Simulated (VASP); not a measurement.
# Ga (Cmce) in VASP: relaxation of cell and atoms with PBEsol

Aim: the relaxation of cell and atoms of Ga with PBEsol.

Everything below comes from runs of VASP 6.6.1. Logs are shortened: lines on timing, memory, paths and dates and some standing lists are left out, and cuts for length are marked.

## (1) The cell of the first run

It takes space group Cmce (No. 64, orthorhombic). The conventional cell has a = 4.523 Å, b = 7.661 Å, c = 4.524 Å, α = 90.00°, β = 90.00°, γ = 90.00°. Ga (site symmetry m) has 7 Ga at 2.48 to 2.79 Å within 3.3 Å.

## (2) Relaxation of cell and atoms, PBEsol, target pressure 10 GPa, at which the enthalpy is minimised

Contents of INCAR:

```
PREC = Accurate
ENCUT = 600
EDIFF = 1E-6
ISMEAR = -1
SIGMA = 0.05
LREAL = F
LASPH = T
NELM = 60
ALGO = Normal
ISIF = 3
LWAVE = F
LCHARG = F
GGA = PS
IBRION = 2
NSW = 80
EDIFFG = -0.02
PSTRESS = 100.0
```

Contents of KPOINTS:

```
regular mesh
0
Gamma
  7 7 6
```

Contents of POSCAR:

```
Ga
1.0
    2.2615000000     -3.8305000000      0.0000000000
    2.2615000000      3.8305000000      0.0000000000
    0.0000000000      0.0000000000      4.5240000000
Ga
4
Direct
    0.3451000000      0.6549000000      0.4190000000
    0.1549000000      0.8451000000      0.9190000000
    0.6549000000      0.3451000000      0.5810000000
    0.8451000000      0.1549000000      0.0810000000
```

Potentials or basis: VASP PAW PBE potentials, release 64 (Ga_d).

Started as:

```
$ cat potpaw_PBE.64/Ga_d/POTCAR > POTCAR
$ mpirun -np 1 vasp_std > vasp.out
```

OUTCAR:

```text
PREC = Accurate
   ENCUT = 600
   EDIFF = 1E-6
   ISMEAR = -1
   LREAL = F
   LASPH = T
   NELM = 60
   ISIF = 3
   GGA = PS
   IBRION = 2
   NSW = 80
   EDIFFG = -0.02
   PSTRESS = 100.0

 ion  position               nearest neighbor table
   1  0.345  0.655  0.419-   3 2.48   2 2.69   2 2.69   4 2.73   4 2.73   3 2.79   3 2.79
   2  0.155  0.845  0.919-   4 2.48   1 2.69   1 2.69   3 2.73   3 2.73   4 2.79   4 2.79
   3  0.655  0.345  0.581-   1 2.48   4 2.69   4 2.69   2 2.73   2 2.73   1 2.79   1 2.79
   4  0.845  0.155  0.081-   2 2.48   3 2.69   3 2.69   1 2.73   1 2.73   2 2.79   2 2.79

  LATTYP: Found a base centered orthorhombic cell.
 ALAT       =     4.5230000000
 B/A-ratio  =     1.6937873093
 C/A-ratio  =     1.0002210922

  Lattice vectors:

 A1 = (   2.2615000000,  -3.8305000000,   0.0000000000)
 A2 = (   2.2615000000,   3.8305000000,   0.0000000000)
 A3 = (   0.0000000000,   0.0000000000,   4.5240000000)

Analysis of symmetry for initial positions (statically):
=====================================================================
 Subroutine PRICEL returns:
 Original cell was already a primitive cell.

 Routine SETGRP: Setting up the symmetry group for a
 base centered orthorhombic supercell.

 Subroutine GETGRP returns: Found  8 space group operations
 (whereof  4 operations were pure point group operations)
 out of a pool of  8 trial point group operations.

The static configuration has the point symmetry C_2h.
 The point group associated with its full space group is D_2h.

Analysis of symmetry for dynamics (positions and initial velocities):
=====================================================================
 Subroutine PRICEL returns:
 Original cell was already a primitive cell.

 Routine SETGRP: Setting up the symmetry group for a
 base centered orthorhombic supercell.

 Subroutine GETGRP returns: Found  8 space group operations
 (whereof  4 operations were pure point group operations)
 out of a pool of  8 trial point group operations.

The dynamic configuration has the point symmetry C_2h.
 The point group associated with its full space group is D_2h.

 Subroutine INISYM returns: Found  8 space group operations
 (whereof  4 operations are pure point group operations),
 and found     1 'primitive' translations

----------------------------------------------------------------------------------------

                                     Primitive cell

  volume of cell :      78.3799

  direct lattice vectors                    reciprocal lattice vectors
     2.261500000 -3.830500000  0.000000000     0.221092195 -0.130531262  0.000000000
     2.261500000  3.830500000  0.000000000     0.221092195  0.130531262  0.000000000
     0.000000000  0.000000000  4.524000000     0.000000000  0.000000000  0.221043324

  length of vectors
     4.448270731  4.448270731  4.524000000     0.256749234  0.256749234  0.221043324

  position of ions in fractional coordinates (direct lattice)
     0.345100000  0.654900000  0.419000000
     0.154900000  0.845100000  0.919000000
     0.654900000  0.345100000  0.581000000
     0.845100000  0.154900000  0.081000000

  ion indices of the primitive-cell ions
   primitive index   ion index
                 1           1
                 2           2
                 3           3
                 4           4

----------------------------------------------------------------------------------------

 KPOINTS: regular mesh

Automatic generation of k-mesh.
 Grid dimensions read from file:
 generate k-points for:    7    7    6

 Generating k-lattice:

  Cartesian coordinates                     Fractional coordinates (reciprocal lattice)
     0.031584599 -0.018647323  0.000000000     0.142857143  0.000000000  0.000000000
     0.031584599  0.018647323  0.000000000     0.000000000  0.142857143  0.000000000
     0.000000000  0.000000000  0.036840554     0.000000000  0.000000000  0.166666667

  Length of vectors
     0.036678462  0.036678462  0.036840554

  Shift w.r.t. Gamma in fractional coordinates (k-lattice)
     0.000000000  0.000000000  0.000000000

 Subroutine IBZKPT returns following result:
 ===========================================

 Found     64 irreducible k-points:

 Following reciprocal coordinates:
            Coordinates               Weight
  0.000000  0.000000  0.000000      1.000000
  0.142857  0.000000  0.000000      4.000000
  0.285714  0.000000  0.000000      4.000000
  0.428571 -0.000000  0.000000      4.000000
  0.142857  0.142857  0.000000      2.000000
  0.285714  0.142857  0.000000      4.000000
[... 16 lines left out ...]
  0.428571  0.142857  0.166667      8.000000
 -0.428571  0.142857  0.166667      8.000000
 [... further k-points ...]
   k-points           NKPTS =     64   k-points in BZ     NKDIM =     64   number of bands    NBANDS=     31
   number of dos      NEDOS =    301   number of ions     NIONS =      4
   total plane-waves  NPLWV =  46656
   dimension x,y,z NGX =    36 NGY =   36 NGZ =   36
   dimension x,y,z NGXF=    72 NGYF=   72 NGZF=   72
   ions per type =               4
   NGX,Y,Z   is equivalent  to a cutoff of  13.45, 13.45, 13.23 a.u.
   NGXF,Y,Z  is equivalent  to a cutoff of  26.91, 26.91, 26.46 a.u.
 SYSTEM =  unknown system
   PREC   = accura    normal or accurate (medium, high low for compatibility)
   ISTART =      0    job   : 0-new  1-cont  2-samecut
   ICHARG =      2    charge: 1-file 2-atom 10-const
   ISPIN  =      1    spin polarized calculation?
   LNONCOLLINEAR =      F non collinear calculations
   LSORBIT =      F    spin-orbit coupling
   LASPH  =      T    aspherical Exc in radial PAW
   ENCUT  =  600.0 eV  44.10 Ry    6.64 a.u.   8.88  8.88  9.04*2*pi/ulx,y,z
   NELM   =     60;   NELMIN=  2; NELMDL= -5     # of ELM steps
   EDIFF  = 0.1E-05   stopping-criterion for ELM
   LREAL  =      F    real-space projection
   EDIFFG = -.2E-01   stopping-criterion for IOM
   NSW    =     80    number of steps for IOM
   IBRION =      2    ionic relax: 0-MD 1-quasi-New 2-CG
   NFREE  =      1    steps in history (QN), initial steepest desc. (CG)
   ISIF   =      3    stress and relaxation
   ISYM   =      2    0-nonsym 1-usesym 2-fastsym
   POTIM  = 0.5000    time-step for ionic-motion
   TEBEG  =    0.0;   TEEND  =   0.0 temperature during run
   PSTRESS=  100.0 pullay stress
   NELECT =      52.0000    total number of electrons
   NUPDOWN=      -1.0000    fix difference up-down
   EMIN   =  10.00;   EMAX   =-10.00  energy-range for DOS
   EFERMI =   0.00;   METHOD = LEGACY
   ISMEAR =    -1;   SIGMA  =   0.05  broadening in eV -4-tet -1-fermi 0-gaus
   EFERMI_NEDOS =   21; number of points for ismear=-14 and -15
   IALGO  =     38    algorithm
   IMIX   =      4    mixing-type and parameters
     AMIX     =   0.40;   BMIX     =  1.00
     AMIX_MAG =   1.60;   BMIX_MAG =  1.00
  volume/ion in A,a.u.               =      19.59       132.23
  Fermi-wavevector in a.u.,A,eV,Ry     =   1.427823  2.698194 27.737908  2.038679
  Thomas-Fermi vector in A             =   2.547951
   LORBIT       =      0    0 simple, 1 ext, 2 COOP (PROOUT), +10 PAW based schemes
   GGA     = PS    functional components
   LHFCALC =     F    Hartree Fock is set to
   AEXX    =    0.0000 exact exchange contribution
   IVDW    =     0    specifies the selected vdW correction
   LEPSILON=     F    determine dielectric tensor
   LRPA    =     F    only Hartree local field effects (RPA)
 conjugate gradient relaxation of ions
 non-spin polarized calculation
  energy-cutoff  :      600.00
  volume of cell :       78.38
 maximum number of plane-waves:      2636
   NGX = 17   NGY = 17   NGZ = 19

--------------------------------------- Ionic step        1  -------------------------------------------

 number of electron      52.0000010 magnetization

 Free energy of the ion-electron system (eV)
  ---------------------------------------------------
  ext. energy  EPLUGINS =         0.00000000
  ---------------------------------------------------
  free energy    TOTEN  =       -13.38567747 eV

  energy without entropy =      -13.37666396  energy(sigma->0) =      -13.38117071

------------------------ aborting loop because EDIFF is reached ----------------------------------------

  FORCE on cell =-STRESS in cart. coord.  units (eV):
  Direction    XX          YY          ZZ          XY          YZ          ZX
  --------------------------------------------------------------------------------------
  -------------------------------------------------------------------------------------
  Total       -1.1918159     -0.4729711     -0.6739994      0.0000000      0.0000000      0.0000000
  in kB      -24.3621222     -9.6680866    -13.7773429      0.0000000      0.0000000      0.0000000
  external PRESSURE =    -115.9358505 kB  Pullay stress =     100.0000000 kB

 VOLUME and BASIS-vectors are now :
 -----------------------------------------------------------------------------
  energy-cutoff  :      600.00
  volume of cell :       78.38
      direct lattice vectors                 reciprocal lattice vectors
     2.261500000 -3.830500000  0.000000000     0.221092195 -0.130531262  0.000000000
     2.261500000  3.830500000  0.000000000     0.221092195  0.130531262  0.000000000
     0.000000000  0.000000000  4.524000000     0.000000000  0.000000000  0.221043324
[... 290 lines left out ...]
  FREE ENERGIE OF THE ION-ELECTRON SYSTEM (eV)
  ---------------------------------------------------
  free  energy   TOTEN  =       -13.1687446146 eV

  energy  without entropy=      -13.1630623016  energy(sigma->0) =      -13.16590346

  enthalpy is  TOTEN    =        -8.9506549265 eV   P V=        4.2180896881

--------------------------------------- Ionic step        9  -------------------------------------------

 number of electron      52.0000022 magnetization

 Free energy of the ion-electron system (eV)
  ---------------------------------------------------
  ext. energy  EPLUGINS =         0.00000000
  ---------------------------------------------------
  free energy    TOTEN  =       -13.16208502 eV

  energy without entropy =      -13.15646119  energy(sigma->0) =      -13.15927311

 E-fermi :   6.3730     XC(G=0): -11.5638

 val. band max:        6.3353205459   @ k =   0.0000   0.0000   0.5000
 cond. band min:       6.3835564369   @ k =   0.2857   0.2857   0.0000
 fundamental gap:      0.0482358909
 Fermi energy:         6.3730317902

 k-point     1 :       0.0000    0.0000    0.0000
  band No.  band energies     occupation
      1      -9.1083      2.00000
      2      -9.0910      2.00000
      3      -9.0267      2.00000
      4      -9.0090      2.00000
      5      -9.0018      2.00000
      6      -8.9639      2.00000
[... 805 lines left out ...]
     30      10.6449      0.00000
     31      11.9879      0.00000

 [... further k-points ...]

------------------------ aborting loop because EDIFF is reached ----------------------------------------

  FORCE on cell =-STRESS in cart. coord.  units (eV):
  Direction    XX          YY          ZZ          XY          YZ          ZX
  --------------------------------------------------------------------------------------
  -------------------------------------------------------------------------------------
  Total        4.2451239      4.2561464      4.2554718      0.0000000      0.0000000      0.0000000
  in kB      100.8022036    101.0639381    101.0479206      0.0000000      0.0000000      0.0000000
  external PRESSURE =       0.9713541 kB  Pullay stress =     100.0000000 kB

 VOLUME and BASIS-vectors are now :
 -----------------------------------------------------------------------------
  energy-cutoff  :      600.00
  volume of cell :       67.47
      direct lattice vectors                 reciprocal lattice vectors
     2.122033572 -3.668364448 -0.000000000     0.235623039 -0.136300525  0.000000000
     2.122033572  3.668364448  0.000000000     0.235623039  0.136300525 -0.000000000
     0.000000000  0.000000000  4.333873190     0.000000000 -0.000000000  0.230740485

 POSITION                                       TOTAL-FORCE (eV/Angst)
 -----------------------------------------------------------------------------------
      2.12203      1.13566      1.80817         0.000000      0.016460     -0.010883
      2.12203      2.53271      3.97511         0.000000     -0.016460     -0.010883
      2.12203     -1.13566      2.52570         0.000000     -0.016460      0.010883
      2.12203     -2.53271      0.35876         0.000000      0.016460      0.010883
 -----------------------------------------------------------------------------------
    total drift:                                0.000000     -0.000000      0.000000

  FREE ENERGIE OF THE ION-ELECTRON SYSTEM (eV)
  ---------------------------------------------------
  free  energy   TOTEN  =       -13.1620850232 eV

  energy  without entropy=      -13.1564611932  energy(sigma->0) =      -13.15927311

  enthalpy is  TOTEN    =        -8.9507446949 eV   P V=        4.2113403284

 reached required accuracy - stopping structural energy minimisation
```

Wall time 31 min (1 thread of Oxide Virtual Turin-like, shared host); peak memory 0.27 GiB.

What came out:

```yaml
Free_energy: -13.1621 eV
Relaxed_volume: 16.87 Å³/atom
Relaxed_cell: a = 4.238 Å, b = 4.238 Å, c = 4.334 Å, α = 90.00°, β = 90.00°, γ = 119.90°
Space_group_after_relaxing_to_0.1_Å: Cmce (No. 64)
Energy_change_on_relaxing_the_run_minimises_the_enthalpy: +55.9 meV/atom
Ionic_steps: 9
Pressure_after_relaxing: 10.1 GPa
Largest_force_after_relaxing: 0.020 eV/Å
Band_gap_on_the_k_mesh: zero (bands 26 and 27 overlap by 1.18 eV)
```

Forces on the atoms (eV/Å):
```
Ga   0.000  0.016 -0.011
Ga   0.000 -0.016 -0.011
Ga   0.000 -0.016  0.011
Ga   0.000  0.016  0.011
```

The path:
| step | energy change (eV) | largest force (eV/Å) | pressure (GPa) | volume (Å³) |
| --- | --- | --- | --- | --- |
| 1 | 0.0000 | 0.1190 | -1.59 | 78.38 |
| 2 | 0.5804 | 0.1033 | 17.81 | 63.37 |
| 3 | 0.2252 | 0.0634 | 9.91 | 67.51 |
| 4 | 0.2382 | 0.0638 | 10.25 | 67.31 |
| 5 | 0.2363 | 0.0607 | 10.35 | 67.29 |
| 6 | 0.2364 | 0.0732 | 10.31 | 67.29 |
| 7 | 0.2152 | 0.0164 | 9.84 | 67.61 |
| 8 | 0.2169 | 0.0118 | 9.86 | 67.58 |
| 9 | 0.2236 | 0.0197 | 10.10 | 67.47 |

Final structure:
```yaml
crystal:
  lattice:
    - [2.12203, -3.66836, 0.00000]
    - [2.12203, 3.66836, 0.00000]
    - [0.00000, 0.00000, 4.33387]
  atoms:
    - { symbol: Ga, position: [0.34521, 0.65479, 0.41722] }
    - { symbol: Ga, position: [0.15479, 0.84521, 0.91722] }
    - { symbol: Ga, position: [0.65479, 0.34521, 0.58278] }
    - { symbol: Ga, position: [0.84521, 0.15479, 0.08278] }
```

Caveat: the cell is relaxed towards a set pressure, so the run minimises the enthalpy, not the energy; the PAW data sets were made with another functional, which shifts forces and pressure a little.
